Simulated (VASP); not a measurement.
# Te in VASP: further runs

Te is run at these levels: PBE; tasks: single point.

All numbers are computed with VASP 6.6.1; they aren't measurements. Logs are shortened: lines on timing, memory, paths and dates and some standing lists are left out, and cuts for length are marked.

## 1. The cell of the first run

Symmetry: P2_12_12, No. 18, orthorhombic system. Conventional cell: a = 5.471 Å, b = 8.369 Å, c = 3.080 Å, α = 90.00°, β = 90.00°, γ = 90.00°. Within 3.6 Å of Te (site symmetry 1) lie 3 Te at 2.74 to 3.08 Å.

## 2. Single point, PBE

The input, INCAR:

```
SYSTEM = Te
ALGO = Normal
EDIFF = 1E-6
ENCUT = 520
GGA = PE
ISIF = 2
ISMEAR = -1
LASPH = .True.
LCHARG = .False.
LREAL = .False.
LWAVE = .False.
NBANDS = 20
NELM = 60
PREC = Accurate
SIGMA = 0.05
```

The input, KPOINTS:

```
k-points
0
Gamma
  5 4 9
  0 0 0
```

The input, POSCAR:

```
Te
1.0
    5.4710358333      0.0000000000      0.0000000000
    0.0000000000      8.3693398200      0.0000000000
    0.0000000000      0.0000000000      3.0803180595
Te
4
Direct
    0.3107647500      0.3930730700      0.7638832400
    0.1892352500      0.8930730700      0.2361167600
    0.6892352500      0.6069269300      0.7638832400
    0.8107647500      0.1069269300      0.2361167600
```

Potentials or basis: VASP PAW PBE potentials, release 64 (Te).

Run with:

```sh
$ cat potpaw_PBE.64/Te/POTCAR > POTCAR
$ mpirun -np 1 vasp_std > vasp.out
```

OUTCAR:

```text
SYSTEM = Te
   EDIFF = 1E-6
   ENCUT = 520
   GGA = PE
   ISIF = 2
   ISMEAR = -1
   LASPH = .True.
   LREAL = .False.
   NELM = 60
   PREC = Accurate

 ion  position               nearest neighbor table
   1  0.311  0.393  0.764-   3 2.74
   2  0.189  0.893  0.236-   4 2.74
   3  0.689  0.607  0.764-   1 2.74
   4  0.811  0.107  0.236-   2 2.74

  LATTYP: Found a simple orthorhombic cell.
 ALAT       =     3.0803180595
 B/A-ratio  =     1.7761269218
 C/A-ratio  =     2.7170375456

  Lattice vectors:

 A1 = (   0.0000000000,   0.0000000000,   3.0803180595)
 A2 = (   5.4710358333,   0.0000000000,   0.0000000000)
 A3 = (   0.0000000000,   8.3693398200,   0.0000000000)

Analysis of symmetry for initial positions (statically):
=====================================================================
 Subroutine PRICEL returns:
 Original cell was already a primitive cell.

 Routine SETGRP: Setting up the symmetry group for a
 simple orthorhombic supercell.

 Subroutine GETGRP returns: Found  4 space group operations
 (whereof  2 operations were pure point group operations)
 out of a pool of  8 trial point group operations.

The static configuration has the point symmetry C_2 .
 The point group associated with its full space group is D_2 .

Analysis of symmetry for dynamics (positions and initial velocities):
=====================================================================
 Subroutine PRICEL returns:
 Original cell was already a primitive cell.

 Routine SETGRP: Setting up the symmetry group for a
 simple orthorhombic supercell.

 Subroutine GETGRP returns: Found  4 space group operations
 (whereof  2 operations were pure point group operations)
 out of a pool of  8 trial point group operations.

The dynamic configuration has the point symmetry C_2 .
 The point group associated with its full space group is D_2 .

 Subroutine INISYM returns: Found  4 space group operations
 (whereof  2 operations are pure point group operations),
 and found     1 'primitive' translations

----------------------------------------------------------------------------------------

                                     Primitive cell

  volume of cell :     141.0446

  direct lattice vectors                    reciprocal lattice vectors
     5.471035833  0.000000000  0.000000000     0.182780744  0.000000000  0.000000000
     0.000000000  8.369339820  0.000000000     0.000000000  0.119483737  0.000000000
     0.000000000  0.000000000  3.080318060     0.000000000  0.000000000  0.324641800

  length of vectors
     5.471035833  8.369339820  3.080318060     0.182780744  0.119483737  0.324641800

  position of ions in fractional coordinates (direct lattice)
     0.310764750  0.393073070  0.763883240
     0.189235250  0.893073070  0.236116760
     0.689235250  0.606926930  0.763883240
     0.810764750  0.106926930  0.236116760

  ion indices of the primitive-cell ions
   primitive index   ion index
                 1           1
                 2           2
                 3           3
                 4           4

----------------------------------------------------------------------------------------

 KPOINTS: k-points

Automatic generation of k-mesh.
 Grid dimensions read from file:
 generate k-points for:    5    4    9

 Generating k-lattice:

  Cartesian coordinates                     Fractional coordinates (reciprocal lattice)
     0.036556149  0.000000000  0.000000000     0.200000000  0.000000000  0.000000000
     0.000000000  0.029870934  0.000000000     0.000000000  0.250000000  0.000000000
     0.000000000  0.000000000  0.036071311     0.000000000  0.000000000  0.111111111

  Length of vectors
     0.036556149  0.029870934  0.036071311

  Shift w.r.t. Gamma in fractional coordinates (k-lattice)
     0.000000000  0.000000000  0.000000000

 Subroutine IBZKPT returns following result:
 ===========================================

 Found     45 irreducible k-points:

 Following reciprocal coordinates:
            Coordinates               Weight
  0.000000  0.000000  0.000000      1.000000
  0.200000  0.000000  0.000000      2.000000
  0.400000  0.000000  0.000000      2.000000
  0.000000  0.250000  0.000000      2.000000
  0.200000  0.250000  0.000000      4.000000
  0.400000  0.250000  0.000000      4.000000
[... 16 lines left out ...]
  0.200000  0.250000  0.222222      8.000000
  0.400000  0.250000  0.222222      8.000000
 [... further k-points ...]
   k-points           NKPTS =     45   k-points in BZ     NKDIM =     45   number of bands    NBANDS=     20
   number of dos      NEDOS =    301   number of ions     NIONS =      4
   total plane-waves  NPLWV =  64512
   dimension x,y,z NGX =    42 NGY =   64 NGZ =   24
   dimension x,y,z NGXF=    84 NGYF=  128 NGZF=   48
   ions per type =               4
   NGX,Y,Z   is equivalent  to a cutoff of  12.76, 12.71, 12.95 a.u.
   NGXF,Y,Z  is equivalent  to a cutoff of  25.52, 25.43, 25.91 a.u.
 SYSTEM =  Te
   PREC   = accura    normal or accurate (medium, high low for compatibility)
   ISTART =      0    job   : 0-new  1-cont  2-samecut
   ICHARG =      2    charge: 1-file 2-atom 10-const
   ISPIN  =      1    spin polarized calculation?
   LNONCOLLINEAR =      F non collinear calculations
   LSORBIT =      F    spin-orbit coupling
   LASPH  =      T    aspherical Exc in radial PAW
   ENCUT  =  520.0 eV  38.22 Ry    6.18 a.u.  10.17 15.56  5.73*2*pi/ulx,y,z
   NELM   =     60;   NELMIN=  2; NELMDL= -5     # of ELM steps
   EDIFF  = 0.1E-05   stopping-criterion for ELM
   LREAL  =      F    real-space projection
   EDIFFG = 0.1E-04   stopping-criterion for IOM
   NSW    =      0    number of steps for IOM
   IBRION =     -1    ionic relax: 0-MD 1-quasi-New 2-CG
   NFREE  =      0    steps in history (QN), initial steepest desc. (CG)
   ISIF   =      2    stress and relaxation
   ISYM   =      2    0-nonsym 1-usesym 2-fastsym
   POTIM  = 0.5000    time-step for ionic-motion
   TEBEG  =    0.0;   TEEND  =   0.0 temperature during run
   PSTRESS=    0.0 pullay stress
   NELECT =      24.0000    total number of electrons
   NUPDOWN=      -1.0000    fix difference up-down
   EMIN   =  10.00;   EMAX   =-10.00  energy-range for DOS
   EFERMI =   0.00;   METHOD = LEGACY
   ISMEAR =    -1;   SIGMA  =   0.05  broadening in eV -4-tet -1-fermi 0-gaus
   EFERMI_NEDOS =   21; number of points for ismear=-14 and -15
   IALGO  =     38    algorithm
   IMIX   =      4    mixing-type and parameters
     AMIX     =   0.40;   BMIX     =  1.00
     AMIX_MAG =   1.60;   BMIX_MAG =  1.00
  volume/ion in A,a.u.               =      35.26       237.95
  Fermi-wavevector in a.u.,A,eV,Ry     =   0.907179  1.714320 11.197245  0.822974
  Thomas-Fermi vector in A             =   2.030956
   LORBIT       =      0    0 simple, 1 ext, 2 COOP (PROOUT), +10 PAW based schemes
   GGA     = PE    functional components
   LHFCALC =     F    Hartree Fock is set to
   AEXX    =    0.0000 exact exchange contribution
   IVDW    =     0    specifies the selected vdW correction
   LEPSILON=     F    determine dielectric tensor
   LRPA    =     F    only Hartree local field effects (RPA)
 non-spin polarized calculation
  energy-cutoff  :      520.00
  volume of cell :      141.04
 maximum number of plane-waves:      3815
 NGX is ok and might be reduce to    42
   NGX = 21   NGY = 31   NGZ = 11

 number of electron      23.9999999 magnetization

 Free energy of the ion-electron system (eV)
  ---------------------------------------------------
  ext. energy  EPLUGINS =         0.00000000
  ---------------------------------------------------
  free energy    TOTEN  =       -12.04057245 eV

  energy without entropy =      -12.01293206  energy(sigma->0) =      -12.02675225

 E-fermi :   5.4770     XC(G=0):  -8.9007

 val. band max:        5.4755778672   @ k =   0.4000   0.2500   0.2222
 cond. band min:       5.5002112742   @ k =   0.2000   0.5000   0.4444
 fundamental gap:      0.0246334069
 Fermi energy:         5.4770151379

 k-point     1 :       0.0000    0.0000    0.0000
  band No.  band energies     occupation
      1      -8.1513      2.00000
      2      -7.5537      2.00000
      3      -5.8351      2.00000
      4      -5.1806      2.00000
      5       0.6538      2.00000
      6       0.9964      2.00000
[... 12 lines left out ...]
     19      11.1501      0.00000
     20      12.5301      0.00000

 k-point     2 :       0.2000    0.0000    0.0000
  band No.  band energies     occupation
      1      -8.0557      2.00000
      2      -7.5506      2.00000
      3      -5.8426      2.00000
      4      -5.3735      2.00000
      5       0.4796      2.00000
      6       0.8081      2.00000
[... 12 lines left out ...]
     19      11.9632      0.00000
     20      12.5751      0.00000

 k-point     3 :       0.4000    0.0000    0.0000
  band No.  band energies     occupation
      1      -7.8224      2.00000
      2      -7.6130      2.00000
      3      -5.8365      2.00000
      4      -5.6953      2.00000
      5       0.1404      2.00000
      6       0.3778      2.00000
[... 12 lines left out ...]
     19      11.6694      0.00000
     20      11.8703      0.00000

 k-point     4 :       0.0000    0.2500    0.0000
  band No.  band energies     occupation
      1      -8.0836      2.00000
      2      -7.6706      2.00000
      3      -5.7039      2.00000
      4      -5.2505      2.00000
      5       0.5781      2.00000
      6       0.8034      2.00000
[... 429 lines left out ...]
 k-point    23 :       0.2000    0.2500    0.2222
  band No.  band energies     occupation
      1      -7.3349      2.00000
      2      -7.0077      2.00000
      3      -5.0681      2.00000
      4      -4.7596      2.00000
      5       1.0346      2.00000
      6       1.4183      2.00000
[... 12 lines left out ...]
     19      12.3060      0.00000
     20      12.9738      0.00000

 k-point    24 :       0.4000    0.2500    0.2222
  band No.  band energies     occupation
      1      -7.1393      2.00000
      2      -7.0017      2.00000
      3      -5.1438      2.00000
      4      -5.0484      2.00000
      5       0.9323      2.00000
      6       1.2870      2.00000
[... 12 lines left out ...]
     19      12.0413      0.00000
     20      12.4489      0.00000

 [... further k-points ...]

------------------------ aborting loop because EDIFF is reached ----------------------------------------

  FORCE on cell =-STRESS in cart. coord.  units (eV):
  Direction    XX          YY          ZZ          XY          YZ          ZX
  --------------------------------------------------------------------------------------
  -------------------------------------------------------------------------------------
  Total        0.5957129      0.9986043      0.7959086      0.0000000      0.0000000      0.0000000
  in kB        6.7669232     11.3435158      9.0410211      0.0000000      0.0000000      0.0000000
  external PRESSURE =       9.0504867 kB  Pullay stress =       0.0000000 kB

 VOLUME and BASIS-vectors are now :
 -----------------------------------------------------------------------------
  energy-cutoff  :      520.00
  volume of cell :      141.04
      direct lattice vectors                 reciprocal lattice vectors
     5.471035833  0.000000000  0.000000000     0.182780744  0.000000000  0.000000000
     0.000000000  8.369339820  0.000000000     0.000000000  0.119483737  0.000000000
     0.000000000  0.000000000  3.080318060     0.000000000  0.000000000  0.324641800

 POSITION                                       TOTAL-FORCE (eV/Angst)
 -----------------------------------------------------------------------------------
      1.70021      3.28976      2.35300        -0.319274     -0.305930      0.002855
      1.03531      7.47443      0.72731         0.319274     -0.305930     -0.002855
      3.77083      5.07958      2.35300         0.319274      0.305930      0.002855
      4.43572      0.89491      0.72731        -0.319274      0.305930     -0.002855
 -----------------------------------------------------------------------------------
    total drift:                                0.000000      0.000000      0.000000

  FREE ENERGIE OF THE ION-ELECTRON SYSTEM (eV)
  ---------------------------------------------------
  free  energy   TOTEN  =       -12.0405724503 eV

  energy  without entropy=      -12.0129320571  energy(sigma->0) =      -12.02675225
```

Run time: 65 s. Hardware: 1 thread of Intel Xeon Platinum 8375C at 2.90GHz (Ice Lake), shared host; peak memory 0.28 GiB.

What came out:

```yaml
Free_energy: -12.0406 eV
Pressure: 0.9 GPa
Largest_force: 0.442 eV/Å
Band_gap_on_the_k_mesh: zero (band 12 reaches 6.98 eV, above the bottom of band 13 at 4.14 eV)
```

Forces in eV/Å, atoms in the order of the input:
```
Te  -0.319 -0.306  0.003
Te   0.319 -0.306 -0.003
Te   0.319  0.306  0.003
Te  -0.319  0.306 -0.003
```

Caveat: spin-orbit coupling is left out, which moves the levels of the heavy elements.

## 3. Single point, PBE

This run uses another cell than the first one, of 35.97 Å³/atom, 1.020 times its volume.

The input, INCAR:

```
SYSTEM = Te
ALGO     = Normal         ! electronic algorithm
EDIFF    = 1E-6           ! SCF threshold, eV
ENCUT    = 520            ! plane-wave cutoff, eV
GGA      = PE             ! functional
ISIF     = 2              ! what is computed and relaxed
ISMEAR   = -1             ! smearing method
LASPH    = .TRUE.         ! aspherical terms in the spheres
LCHARG   = .TRUE.         ! write CHGCAR
LELF     = .TRUE.         ! ELF
LREAL    = .FALSE.        ! projectors in reciprocal space
LVHAR    = .TRUE.       
LWAVE    = .FALSE.        ! write WAVECAR
NBANDS   = 20             ! bands
NELM     = 100            ! most SCF steps
PREC     = Accurate       ! precision mode
SIGMA    = 0.05           ! smearing width, eV
```

The input, KPOINTS:

```
k-points
0
G
  5 4 9
  0 0 0
```

The input, POSCAR:

```
Te
1.0
    5.5072689146      0.0000000000      0.0000000000
    0.0000000000      8.4247675268      0.0000000000
    0.0000000000      0.0000000000      3.1007181114
Te
4
Direct
    0.3107647500      0.3930730700      0.7638832400
    0.1892352500      0.8930730700      0.2361167600
    0.6892352500      0.6069269300      0.7638832400
    0.8107647500      0.1069269300      0.2361167600
```

Potentials or basis: VASP PAW PBE potentials, release 64 (Te).

Run with:

```sh
$ cat potpaw_PBE.64/Te/POTCAR > POTCAR
$ mpirun -np 1 vasp_std > vasp.out
```

Run time: 78 s. Hardware: 1 thread of Intel Xeon Platinum 8375C at 2.90GHz (Ice Lake), shared host; peak memory 0.28 GiB.

It converged, with:

```
Free energy            : -12.0490 eV
Pressure               : 0.1 GPa
Largest force          : 0.283 eV/Å
Band gap on the k mesh : zero (band 12 reaches 6.72 eV, above the bottom of band 13 at 3.95 eV)
```

Forces on the atoms (eV/Å):
```
Te  -0.199 -0.201  0.004
Te   0.199 -0.201 -0.004
Te   0.199  0.201  0.004
Te  -0.199  0.201 -0.004
```

Stress tensor (GPa, compression positive):
```
-0.17  0.00  0.00
 0.00  0.53  0.00
 0.00  0.00 -0.16
```

Levels at points of the mesh, in eV from the Fermi level:
```tsv
k point	band 10	band 11	band 12	band 13	band 14	band 15
(0.00, 0.00, 0.00)	-1.73	0.81	1.48	2.07	2.62	3.55
(0.00, 0.50, 0.00)	-2.14	0.39	0.39	2.30	2.30	4.13
```

Caveat: spin-orbit coupling is left out, which moves the levels of the heavy elements.

## 4. Single point, PBE (atoms moved at random)

The input, INCAR:

```
  PREC = Accurate
  ENCUT = 520
  EDIFF = 1E-6
  ISMEAR = -1
  SIGMA = 0.05
  LREAL = False
  LASPH = True
  NELM = 80
  ALGO = Normal
  ISIF = 2
  LWAVE = False
  LCHARG = False
  GGA = PE
  NBANDS = 20
```

The input, KPOINTS:

```
Automatic mesh
0
Gamma
  5 4 9
```

The input, POSCAR:

```
Te
1.0
    5.4710358333      0.0000000000      0.0000000000
    0.0000000000      8.3693398200      0.0000000000
    0.0000000000      0.0000000000      3.0803180595
Te
4
Direct
    0.3030630000      0.3899060000      0.7531060000
    0.1968680000      0.8913280000      0.2499170000
    0.6973150000      0.5996870000      0.7593340000
    0.8133190000      0.1090950000      0.2494570000
```

Run with:

```sh
$ cat potpaw_PBE.64/Te/POTCAR > POTCAR
$ mpirun -np 1 vasp_std > vasp.out
```

Wall time 2.2 min (1 thread of Intel Xeon Platinum 8375C at 2.90GHz (Ice Lake), shared host); peak memory 0.35 GiB.

Results (log left out):

- Free energy: -12.0597 eV
- Pressure: 0.2 GPa
- Largest force: 0.156 eV/Å
- Band gap on the k mesh: zero (band 12 reaches 6.89 eV, above the bottom of band 13 at 4.25 eV)

Forces on the atoms (eV/Å):
```
Te  -0.063 -0.104  0.012
Te   0.061 -0.096 -0.003
Te   0.062  0.143 -0.011
Te  -0.060  0.057  0.001
```

Stress tensor (GPa, compression positive):
```
-0.69  0.09 -0.03
 0.09  0.13 -0.04
-0.03 -0.04  1.06
```

Levels at points of the mesh, in eV from the Fermi level:
```csv
k point,band 10,band 11,band 12,band 13,band 14,band 15
"(0.00, 0.00, 0.00)",-1.86,0.69,1.44,2.21,2.80,3.49
"(0.00, 0.50, 0.00)",-2.08,0.24,0.35,2.43,2.48,4.25
```

Caveat: the cell differs from its parent crystal (atoms moved at random); spin-orbit coupling is left out, which moves the levels of the heavy elements.
